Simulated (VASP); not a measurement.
Wanted: the native input for a VASP 6.6.1 run.

| Quantity | Value |
| --- | --- |
| Task | single point |
| Functional | PBE |
| Potentials or basis | VASP PAW PBE potentials, release 64 (Li_sv, Al, O) |
| Cutoff | 520 eV |
| k mesh | 12 × 12 × 6 |
| Occupations | gaussian, width 0.1 eV |
| Spin | no spin polarisation |
| Dipole correction | no |
| Further INCAR settings | ALGO = Normal; EDIFF = 1e-06; NBANDS = 22 |

The structure of LiAl2O3 lies in POSCAR:

```
LiAl2O3
1.0
    2.8974424010      0.0000000000      0.0000000000
   -1.4487212005      2.5092587253      0.0000000000
    0.0000000000      0.0000000000     12.0392503805
Li Al O
1 2 3
Direct
    0.0000000000      0.0000000000      0.5000000000
    0.6666666667      0.3333333333      0.1142379902
    0.3333333333      0.6666666667      0.8857620098
    0.0000000000      0.0000000000      0.0000000000
    0.3333333333      0.6666666667      0.1707026080
    0.6666666667      0.3333333333      0.8292973920
```

One way to write it, as run:

INCAR

```
ALGO     = Normal         # electronic algorithm
EDIFF    = 1E-6           # SCF threshold, eV
ENCUT    = 520            # plane-wave cutoff, eV
GGA      = PE             # functional
ISIF     = 2              # what is computed and relaxed
ISMEAR   = 0              # smearing method
LASPH    = T              # aspherical terms in the spheres
LCHARG   = F              # write CHGCAR
LREAL    = F              # projectors in reciprocal space
LWAVE    = F              # write WAVECAR
NBANDS   = 22             # bands
NELM     = 100            # most SCF steps
PREC     = Accurate       # precision mode
SIGMA    = 0.1            # smearing width, eV
```

KPOINTS

```
k-points
0
Gamma
  12 12 6
```

Potentials or basis: VASP PAW PBE potentials, release 64 (Li_sv, Al, O).

Command:

```console
$ cat potpaw_PBE.64/Li_sv/POTCAR potpaw_PBE.64/Al/POTCAR potpaw_PBE.64/O/POTCAR > POTCAR
$ mpirun -np 1 vasp_std > vasp.out
```

It gave:

```json
{"Largest force": "0.034 eV/Å"}
```

Caveat: an odd number of electrons without spin polarisation forces a metal; a magnetic or distorted state may lie lower.

Run time: 77 s on 1 thread of Intel(R) Xeon(R) 6975P-C (Granite Rapids), with other jobs on the host, peak memory 0.32 GiB.
